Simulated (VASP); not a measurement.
Ba2HfReO6, 10 atoms in the cell. It takes space group Fm-3m (No. 225, cubic). Conventional cell: a = 8.212 Å, b = 8.212 Å, c = 8.212 Å, α = 90.00°, β = 90.00°, γ = 90.00°. Within 3.8 Å of Ba (site symmetry -43m) lie 12 O at 2.90 Å and 4 Hf at 3.56 Å and 4 Re at 3.56 Å. Within 2.7 Å of Hf (site symmetry m-3m) lie 6 O at 2.05 Å. O (site symmetry 4mm) has 1 Hf at 2.05 Å and 1 Re at 2.05 Å within 2.7 Å. Re (site symmetry m-3m) has 6 O at 2.05 Å within 2.7 Å. 

```yaml
Program: VASP 6.6.1
Task: single point
Functional: r2SCAN
Potentials_or_basis: VASP PAW PBE potentials, release 64 (Ba_sv, Hf_pv, O, Re)
Cutoff: 520 eV
k_mesh: 6 × 6 × 6
Occupations: tetrahedron
Spin: no spin polarisation
Dipole_correction: no
Further_INCAR_settings: ALGO = Normal; EDIFF = 1e-07; NBANDS = 48
```

Potentials or basis: VASP PAW PBE potentials, release 64 (Ba_sv, Hf_pv, O, Re).

Launch:

```bash
$ cat potpaw_PBE.64/Ba_sv/POTCAR potpaw_PBE.64/Hf_pv/POTCAR potpaw_PBE.64/O/POTCAR potpaw_PBE.64/Re/POTCAR > POTCAR
$ cp INCAR.step1 INCAR
$ mpirun -np 1 vasp_std > vasp.out
$ cp INCAR.step2 INCAR
$ mpirun -np 1 vasp_std > vasp.out
```

Hardware: 1 thread of Intel Xeon 8259CL, with other jobs on the host.

Task: How long does it take, and how much memory?

Result: Wall time 17 min on 1 thread of Intel Xeon 8259CL, on a shared host, peak memory 0.43 GiB. Counts: k points 16.
